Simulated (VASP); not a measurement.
# PbF2 (P1) in VASP: further runs

Runs on PbF2. Level: PBE. Tasks: single point.

All numbers are computed with VASP 6.6.1; they aren't measurements. Logs are shortened: lines on timing, memory, paths and dates and some standing lists are left out, and cuts for length are marked.

**1. The cell of the first run**

The typed cell holds 3 atoms: a = 4.137 Å, b = 4.061 Å, c = 4.066 Å, α = 61.07°, β = 60.59°, γ = 60.67°.

**2. Single point, PBE (atoms moved at random and the cell strained at random)**

The input, INCAR:

```
SYSTEM = PbF2
PREC = Accurate
ENCUT = 520
EDIFF = 1E-7
ISMEAR = 0
SIGMA = 0.02
LREAL = .FALSE.
LASPH = .TRUE.
NELM = 100
ALGO = Normal
ISIF = 2
LWAVE = .FALSE.
LCHARG = .FALSE.
GGA = PE
NBANDS = 21
```

The input, KPOINTS:

```
Automatic mesh
0
G
  8 8 8
  0 0 0
```

The input, POSCAR:

```
PbF2
1.0
   -0.0539918730      2.9277078285      2.9224808925
    2.8503135375     -0.0237588000      2.8922478195
    2.8513826835      2.8985439015     -0.0248279460
Pb F
1 2
Direct
   -0.0079397949      0.0258632591     -0.0283953735
    0.2648290318      0.3041037426      0.2548116908
    0.7431090796      0.6700346819      0.7735819991
```

Potentials or basis: VASP PAW PBE potentials, release 64 (Pb_d, F).

Command:

```sh
$ cat potpaw_PBE.64/Pb_d/POTCAR potpaw_PBE.64/F/POTCAR > POTCAR
$ mpirun -np 1 vasp_std > vasp.out
```

OUTCAR:

```text
SYSTEM = PbF2
   PREC = Accurate
   ENCUT = 520
   EDIFF = 1E-7
   ISMEAR = 0
   LREAL = .FALSE.
   LASPH = .TRUE.
   NELM = 100
   ISIF = 2
   GGA = PE

 ion  position               nearest neighbor table
   1  0.992  0.026  0.972-   3 2.17   2 2.42   2 2.44   2 2.49   3 2.58   3 2.68   3 2.72   2 2.77

   2  0.265  0.304  0.255-   1 2.42   1 2.44   1 2.49   1 2.77
   3  0.743  0.670  0.774-   1 2.17   1 2.58   1 2.68   1 2.72

  LATTYP: Found a triclinic cell.
 ALAT       =     7.1185345446
 B/A-ratio  =     0.5800443727
 C/A-ratio  =     0.8086207507
 COS(alpha) =     0.0005097087
 COS(beta)  =     0.3971076426
 COS(gamma) =     0.8707913462

  Lattice vectors:

 A1 = (  -2.8524518295,  -5.8208466030,   2.9419037115)
 A2 = (  -0.0010691460,  -2.9223027015,   2.9170757655)
 A3 = (  -5.7556880940,   0.0529227270,   0.0550610190)

Analysis of symmetry for initial positions (statically):
=====================================================================
 Subroutine PRICEL returns:
 Original cell was already a primitive cell.

 Routine SETGRP: Setting up the symmetry group for a
 triclinic supercell.

 Subroutine GETGRP returns: Found  1 space group operations
 (whereof  1 operations were pure point group operations)
 out of a pool of  2 trial point group operations.

The static configuration has the point symmetry C_1 .

Analysis of symmetry for dynamics (positions and initial velocities):
=====================================================================
 Subroutine PRICEL returns:
 Original cell was already a primitive cell.

 Routine SETGRP: Setting up the symmetry group for a
 triclinic supercell.

 Subroutine GETGRP returns: Found  1 space group operations
 (whereof  1 operations were pure point group operations)
 out of a pool of  2 trial point group operations.

The dynamic configuration has the point symmetry C_1 .

 Subroutine INISYM returns: Found  1 space group operations
 (whereof  1 operations are pure point group operations),
 and found     1 'primitive' translations

----------------------------------------------------------------------------------------

                                     Primitive cell

  volume of cell :      49.1471

  direct lattice vectors                    reciprocal lattice vectors
    -0.053991873  2.927707828  2.922480892    -0.170563716  0.169240249  0.169480986
     2.850313537 -0.023758800  2.892247820     0.173837778 -0.169527104  0.173041904
     2.851382683  2.898543902 -0.024827946     0.173704771  0.172668159 -0.169767842

  length of vectors
     4.137062100  4.060781845  4.066024641     0.294037494  0.298165243  0.298007987

  position of ions in fractional coordinates (direct lattice)
     0.992060205  0.025863259  0.971604627
     0.264829032  0.304103743  0.254811691
     0.743109080  0.670034682  0.773581999

  ion indices of the primitive-cell ions
   primitive index   ion index
                 1           1
                 2           2
                 3           3

----------------------------------------------------------------------------------------

 KPOINTS: Automatic mesh

Automatic generation of k-mesh.
 Grid dimensions read from file:
 generate k-points for:    8    8    8

 Generating k-lattice:

  Cartesian coordinates                     Fractional coordinates (reciprocal lattice)
    -0.021320464  0.021155031  0.021185123     0.125000000  0.000000000 -0.000000000
     0.021729722 -0.021190888  0.021630238     0.000000000  0.125000000 -0.000000000
     0.021713096  0.021583520 -0.021220980     0.000000000  0.000000000  0.125000000

  Length of vectors
     0.036754687  0.037270655  0.037250998

  Shift w.r.t. Gamma in fractional coordinates (k-lattice)
     0.000000000  0.000000000  0.000000000

 Subroutine IBZKPT returns following result:
 ===========================================

 Found    260 irreducible k-points:

 Following reciprocal coordinates:
            Coordinates               Weight
  0.000000  0.000000  0.000000      1.000000
  0.125000  0.000000 -0.000000      2.000000
  0.250000  0.000000 -0.000000      2.000000
  0.375000 -0.000000 -0.000000      2.000000
  0.500000  0.000000 -0.000000      1.000000
  0.000000  0.125000  0.000000      2.000000
[... 16 lines left out ...]
  0.125000  0.375000  0.000000      2.000000
  0.250000  0.375000  0.000000      2.000000
 [... further k-points ...]
   k-points           NKPTS =    260   k-points in BZ     NKDIM =    260   number of bands    NBANDS=     21
   number of dos      NEDOS =    301   number of ions     NIONS =      3
   total plane-waves  NPLWV =  28800
   dimension x,y,z NGX =    32 NGY =   30 NGZ =   30
   dimension x,y,z NGXF=    64 NGYF=   60 NGZF=   60
   ions per type =               1   2
   NGX,Y,Z   is equivalent  to a cutoff of  12.86, 12.28, 12.27 a.u.
   NGXF,Y,Z  is equivalent  to a cutoff of  25.72, 24.56, 24.53 a.u.
 SYSTEM =  PbF2
   PREC   = accura    normal or accurate (medium, high low for compatibility)
   ISTART =      0    job   : 0-new  1-cont  2-samecut
   ICHARG =      2    charge: 1-file 2-atom 10-const
   ISPIN  =      1    spin polarized calculation?
   LNONCOLLINEAR =      F non collinear calculations
   LSORBIT =      F    spin-orbit coupling
   LASPH  =      T    aspherical Exc in radial PAW
   ENCUT  =  520.0 eV  38.22 Ry    6.18 a.u.   7.69  7.55  7.56*2*pi/ulx,y,z
   NELM   =    100;   NELMIN=  2; NELMDL= -5     # of ELM steps
   EDIFF  = 0.1E-06   stopping-criterion for ELM
   LREAL  =      F    real-space projection
   EDIFFG = 0.1E-05   stopping-criterion for IOM
   NSW    =      0    number of steps for IOM
   IBRION =     -1    ionic relax: 0-MD 1-quasi-New 2-CG
   NFREE  =      0    steps in history (QN), initial steepest desc. (CG)
   ISIF   =      2    stress and relaxation
   ISYM   =      2    0-nonsym 1-usesym 2-fastsym
   POTIM  = 0.5000    time-step for ionic-motion
   TEBEG  =    0.0;   TEEND  =   0.0 temperature during run
   PSTRESS=    0.0 pullay stress
   NELECT =      28.0000    total number of electrons
   NUPDOWN=      -1.0000    fix difference up-down
   EMIN   =  10.00;   EMAX   =-10.00  energy-range for DOS
   EFERMI =   0.00;   METHOD = LEGACY
   ISMEAR =     0;   SIGMA  =   0.02  broadening in eV -4-tet -1-fermi 0-gaus
   EFERMI_NEDOS =   21; number of points for ismear=-14 and -15
   IALGO  =     38    algorithm
   IMIX   =      4    mixing-type and parameters
     AMIX     =   0.40;   BMIX     =  1.00
     AMIX_MAG =   1.60;   BMIX_MAG =  1.00
  volume/ion in A,a.u.               =      16.38       110.55
  Fermi-wavevector in a.u.,A,eV,Ry     =   1.357151  2.564643 25.060004  1.841858
  Thomas-Fermi vector in A             =   2.484094
   LORBIT       =      0    0 simple, 1 ext, 2 COOP (PROOUT), +10 PAW based schemes
   GGA     = PE    functional components
   LHFCALC =     F    Hartree Fock is set to
   AEXX    =    0.0000 exact exchange contribution
   IVDW    =     0    specifies the selected vdW correction
   LEPSILON=     F    determine dielectric tensor
   LRPA    =     F    only Hartree local field effects (RPA)
 non-spin polarized calculation
 Gauss-broadening in eV      SIGMA  =   0.02
  energy-cutoff  :      520.00
  volume of cell :       49.15
 maximum number of plane-waves:      1342
   NGX = 15   NGY = 15   NGZ = 15

 number of electron      28.0000005 magnetization

 Free energy of the ion-electron system (eV)
  ---------------------------------------------------
  ext. energy  EPLUGINS =         0.00000000
  ---------------------------------------------------
  free energy    TOTEN  =       -13.73045601 eV

  energy without entropy =      -13.73045601  energy(sigma->0) =      -13.73045601

 E-fermi :   3.4799     XC(G=0):  -9.6826

 val. band max:        3.3703949599   @ k =   0.0000   0.5000   0.0000
 cond. band min:       6.5844017492   @ k =   0.5000   0.0000   0.5000
 fundamental gap:      3.2140067894
 Fermi energy:         3.4798868537

 k-point     1 :       0.0000    0.0000    0.0000
  band No.  band energies     occupation
      1     -19.1536      2.00000
      2     -18.1978      2.00000
      3     -11.8951      2.00000
      4     -11.8795      2.00000
      5     -11.8234      2.00000
      6     -11.7713      2.00000
[... 13 lines left out ...]
     20      17.6673      0.00000
     21      19.5541      0.00000

 k-point     2 :       0.1250    0.0000   -0.0000
  band No.  band energies     occupation
      1     -19.1142      2.00000
      2     -18.2349      2.00000
      3     -11.8950      2.00000
      4     -11.8674      2.00000
      5     -11.8084      2.00000
      6     -11.7700      2.00000
[... 13 lines left out ...]
     20      17.7021      0.00000
     21      19.2680      0.00000

 k-point     3 :       0.2500    0.0000   -0.0000
  band No.  band energies     occupation
      1     -19.0091      2.00000
      2     -18.3320      2.00000
      3     -11.8932      2.00000
      4     -11.8540      2.00000
      5     -11.7966      2.00000
      6     -11.7537      2.00000
[... 13 lines left out ...]
     20      17.7072      0.00000
     21      18.4237      0.00000
[... 457 lines left out ...]
 k-point    23 :       0.1250    0.3750    0.0000
  band No.  band energies     occupation
      1     -18.9363      2.00000
      2     -18.3789      2.00000
      3     -11.8883      2.00000
      4     -11.8644      2.00000
      5     -11.7481      2.00000
      6     -11.7155      2.00000
[... 13 lines left out ...]
     20      17.6130      0.00000
     21      18.2189      0.00000

 k-point    24 :       0.2500    0.3750    0.0000
  band No.  band energies     occupation
      1     -18.9129      2.00000
      2     -18.4046      2.00000
      3     -11.8756      2.00000
      4     -11.8432      2.00000
      5     -11.7677      2.00000
      6     -11.7219      2.00000
[... 13 lines left out ...]
     20      18.2217      0.00000
     21      19.4543      0.00000

 [... further k-points ...]

------------------------ aborting loop because EDIFF is reached ----------------------------------------

  FORCE on cell =-STRESS in cart. coord.  units (eV):
  Direction    XX          YY          ZZ          XY          YZ          ZX
  --------------------------------------------------------------------------------------
  -------------------------------------------------------------------------------------
  Total        3.8896119      3.5811949      3.9101869     -2.2668248     -2.0386186      0.7507003
  in kB      126.7998302    116.7455588    127.4705684    -73.8976048    -66.4581730     24.4725360
  external PRESSURE =     123.6719858 kB  Pullay stress =       0.0000000 kB

 VOLUME and BASIS-vectors are now :
 -----------------------------------------------------------------------------
  energy-cutoff  :      520.00
  volume of cell :       49.15
      direct lattice vectors                 reciprocal lattice vectors
    -0.053991873  2.927707828  2.922480892    -0.170563716  0.169240249  0.169480986
     2.850313537 -0.023758800  2.892247820     0.173837778 -0.169527104  0.173041904
     2.851382683  2.898543902 -0.024827946     0.173704771  0.172668159 -0.169767842

 POSITION                                       TOTAL-FORCE (eV/Angst)
 -----------------------------------------------------------------------------------
      2.79057      5.72009      2.94996        -0.575054      0.761127     -0.662635
      1.57906      1.50670      1.64717        -0.854920      0.262432     -1.030033
      4.07547      4.40195      4.09042         1.429975     -1.023559      1.692667
 -----------------------------------------------------------------------------------
    total drift:                                0.000367     -0.000235     -0.000232

  FREE ENERGIE OF THE ION-ELECTRON SYSTEM (eV)
  ---------------------------------------------------
  free  energy   TOTEN  =       -13.7304560070 eV

  energy  without entropy=      -13.7304560070  energy(sigma->0) =      -13.73045601
```

Run time: 3.1 min. Hardware: 1 thread of AMD EPYC 7R43 (Zen 3), shared host; peak memory 0.32 GiB.

Results:

```yaml
Free_energy: -13.7305 eV
Pressure: 12.4 GPa
Largest_force: 2.441 eV/Å
Band_gap_on_the_k_mesh: 3.21 eV (least direct gap 3.60 eV)
```

Forces in eV/Å, atoms in the order of the input:
```
Pb  -0.575  0.761 -0.663
F   -0.855  0.262 -1.030
F    1.430 -1.024  1.693
```

Stress tensor (GPa, compression positive):
```
12.68 -7.39  2.45
-7.39 11.67 -6.65
 2.45 -6.65 12.75
```

Caveat: the cell differs from its parent crystal (atoms moved at random and the cell strained at random); the cell stands under pressure; spin-orbit coupling is left out, which moves the levels of the heavy elements; forces of over 1 eV/Å act on the atoms, so gaps and moduli don't describe the material at rest. A k mesh can miss the band edges.

**3. Single point, PBE (atoms moved at random and the cell strained at random)**

The input, INCAR:

```
  PREC = Accurate
  ENCUT = 520
  EDIFF = 1E-7
  ISMEAR = 0
  SIGMA = 0.02
  LREAL = F
  LASPH = T
  NELM = 100
  ALGO = Normal
  ISIF = 2
  LWAVE = F
  LCHARG = T
  GGA = PE
  LELF = T
  LVHAR = T
  NBANDS = 21
```

The input, KPOINTS:

```
Automatic mesh
0
Gamma
  8 8 8
```

The input, POSCAR:

```
PbF2
1.0
   -0.0045735690      2.9168678760      2.8735674630
    2.8700036430     -0.0035341215      2.8725280155
    2.8699442460      2.9157690315     -0.0034747245
Pb F
1 2
Direct
   -0.0183409937      0.0222334461     -0.0200515178
    0.2431360170      0.2060937421      0.2939803357
    0.7752016095      0.7716728118      0.7260745492
```

Potentials or basis: VASP PAW PBE potentials, release 64 (Pb_d, F).

Command:

```sh
$ cat potpaw_PBE.64/Pb_d/POTCAR potpaw_PBE.64/F/POTCAR > POTCAR
$ mpirun -np 1 vasp_std > vasp.out
```

Wall time 3.6 min (1 thread of Intel Xeon Platinum 8488C (Sapphire Rapids), shared host); peak memory 0.34 GiB.

The run converged. Its results:

* Free energy: -14.0022 eV
* Pressure: 11.8 GPa
* Largest force: 1.146 eV/Å
* Band gap on the k mesh: 3.93 eV (least direct gap 4.25 eV)

Forces in eV/Å, atoms in the order of the input:
```
Pb   0.313  0.556 -0.099
F   -0.303 -0.581  0.940
F   -0.010  0.024 -0.841
```

Stress tensor (GPa, compression positive):
```
11.87  5.00 -1.97
 5.00 11.10 -0.56
-1.97 -0.56 12.45
```

Levels at points of the mesh, in eV from the valence-band top:
| k point | band 10 | band 11 | band 12 | band 13 | band 14 | band 15 | band 16 | band 17 | band 18 | band 19 |
| --- | --- | --- | --- | --- | --- | --- | --- | --- | --- | --- |
| (0.00, 0.00, 0.00) | -3.41 | -3.29 | -3.11 | -2.71 | -2.66 | 6.20 | 6.55 | 7.15 | 10.39 | 14.56 |
| (0.50, 0.00, 0.00) | -3.97 | -3.34 | -3.07 | -2.85 | -0.59 | 4.46 | 6.99 | 8.42 | 12.76 | 13.11 |
| (0.00, 0.50, 0.00) | -3.90 | -3.31 | -3.23 | -2.92 | -0.76 | 4.39 | 7.11 | 8.33 | 12.94 | 13.17 |
| (0.50, 0.50, 0.00) | -4.44 | -2.45 | -2.41 | -2.22 | -0.54 | 4.07 | 7.31 | 8.17 | 8.60 | 14.31 |
| (0.00, 0.00, 0.50) | -3.92 | -3.47 | -3.00 | -2.67 | 0.00 | 4.86 | 7.08 | 8.06 | 12.84 | 13.02 |
| (0.50, 0.00, 0.50) | -4.55 | -2.48 | -2.41 | -2.27 | -0.34 | 3.94 | 7.76 | 8.09 | 8.51 | 14.01 |
| (0.00, 0.50, 0.50) | -4.53 | -2.56 | -2.44 | -2.20 | -0.31 | 3.93 | 7.69 | 7.83 | 8.70 | 14.08 |
| (0.50, 0.50, 0.50) | -3.95 | -3.32 | -3.12 | -2.68 | -0.21 | 4.66 | 6.86 | 8.41 | 12.72 | 12.97 |

Caveat: the cell differs from its parent crystal (atoms moved at random and the cell strained at random); the cell stands under pressure; spin-orbit coupling is left out, which moves the levels of the heavy elements; forces of over 1 eV/Å act on the atoms, so gaps and moduli don't describe the material at rest.
